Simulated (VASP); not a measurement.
Here is a VASP 6.6.1 calculation.

INCAR

```
SYSTEM = Nb
PREC = Accurate
ENCUT = 520
EDIFF = 1E-6
ISMEAR = 1
SIGMA = 1.0
LREAL = .FALSE.
LASPH = .TRUE.
NELM = 80
ALGO = Normal
ISIF = 2
LWAVE = .FALSE.
LCHARG = .FALSE.
NBANDS = 12
```

KPOINTS

```
regular mesh
0
G
  14 14 14
  0 0 0
```

POSCAR

```
Nb
1.0
   -1.6231103068      1.6231103068      1.6231103068
    1.6231103068     -1.6231103068      1.6231103068
    1.6231103068      1.6231103068     -1.6231103068
Nb
1
Direct
    0.0000000000      0.0000000000      0.0000000000
```

Potentials or basis: VASP PAW LDA potentials, release 64 (Nb_sv).

Run with:

```console
$ cat potpaw_LDA.64/Nb_sv/POTCAR > POTCAR
$ mpirun -np 1 vasp_std > vasp.out
```

Problem. What does it give for the pressure?

Solution. 0.1 GPa.
